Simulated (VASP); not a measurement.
Wanted: the native input for a VASP 6.6.1 run.

```
Task                   : single point
Functional             : LDA
Potentials or basis    : VASP PAW LDA potentials, release 64 (Cu)
Cutoff                 : 520 eV
k mesh                 : 21 × 21 × 12
Occupations            : gaussian, width 0.15 eV
Spin                   : no spin polarisation
Dipole correction      : no
Further INCAR settings : ALGO = Fast; EDIFF = 1e-06; NBANDS = 18
```

The structure of Cu lies in POSCAR:

```
Cu
1.0
    2.4883286535      0.0000000000      0.0000000000
   -1.2441643268      2.1549558269      0.0000000000
    0.0000000000      0.0000000000      4.0637143877
Cu
2
Direct
    0.3493429422      0.6986858845      0.2180095628
    0.6506570578      0.3013141155      0.7819904372
```

This cell differs from its parent crystal: atoms displaced along several vibrational modes.

The input as run:

INCAR

```
SYSTEM = Cu
ALGO = Fast
EDIFF = 1E-6
ENCUT = 520
ISIF = 2
ISMEAR = 0
LASPH = .TRUE.
LCHARG = .TRUE.
LELF = .TRUE.
LREAL = .FALSE.
LVHAR = .TRUE.
LWAVE = .FALSE.
NBANDS = 18
NELM = 60
PREC = Accurate
SIGMA = 0.15
```

KPOINTS

```
k-points
0
G
  21 21 12
  0 0 0
```

Potentials or basis: VASP PAW LDA potentials, release 64 (Cu).

The run is started by

```sh
$ cat potpaw_LDA.64/Cu/POTCAR > POTCAR
$ mpirun -np 1 vasp_std > vasp.out
```

It gave:

```yaml
Pressure: 10.4 GPa
Largest_force: 2.724 eV/Å
Band_gap_on_the_k_mesh: zero (bands 11 and 12 overlap by 6.12 eV)
```

Caveat: the cell differs from its parent crystal (atoms displaced along several vibrational modes); the stress differs along the axes, from 4 to 17 GPa; forces of over 1 eV/Å act on the atoms, so gaps and moduli don't describe the material at rest.

Run time: 8.4 min on 1 thread of Intel(R) Xeon(R) Platinum 8488C (Sapphire Rapids) (shared host), peak memory 0.5 GiB.
